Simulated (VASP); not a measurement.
A run of VASP 6.6.1 is set up as follows.

The input INCAR:

```
PREC = Accurate ; ENCUT = 520
EDIFF = 1E-8 ; ISMEAR = -1
SIGMA = 0.03 ; LREAL = F
LASPH = T ; NELM = 80
ALGO = Normal ; ISIF = 2
LWAVE = F ; LCHARG = F
GGA = PS ; LEFG = T
NBANDS = 16
```

File KPOINTS:

```
regular mesh
0
Gamma
  10 10 10
```

File POSCAR:

```
InSb
1.0
    0.0000000000      3.2391000000      3.2391000000
    3.2391000000      0.0000000000      3.2391000000
    3.2391000000      3.2391000000      0.0000000000
In Sb
1 1
Direct
    0.0000000000      0.0000000000      0.0000000000
    0.7500000000      0.7500000000      0.7500000000
```

Potentials or basis: VASP PAW PBE potentials, release 64 (In_d, Sb).

Command:

```sh
$ cat potpaw_PBE.64/In_d/POTCAR potpaw_PBE.64/Sb/POTCAR > POTCAR
$ mpirun -np 1 vasp_std > vasp.out
```

Problem. What does it give for the band gap on the k mesh?

Solution. Zero (filled and empty bands touch).

Problem. Predict the pressure.

Solution. 0.9 GPa.

Caveat: semilocal functionals underestimate gaps, so a narrow gap can read as zero; the PAW data sets were made with another functional, which shifts forces and pressure a little; spin-orbit coupling is left out, which moves the levels of the heavy elements.

**What was measured.**

From “Electronic Structure and Epitaxy of CdTe Shells on InSb Nanowires”, 2021, arxiv:2111.05126, for a bulk crystal of InSb: band gap 0.24 eV.

Against the measured gap of InSb, 0.24 eV (quoted in “Electronic Structure and Epitaxy of CdTe Shells on InSb Nanowires”, 2021, arxiv:2111.05126), the calculated 0.00 eV is off by -0.24 eV. Spin-orbit coupling on In, Sb is left out. The value is that of PBEsol on a finite k mesh, which can miss the band edges, without temperature or zero-point motion. Semilocal functionals fall short of measured gaps as a rule.
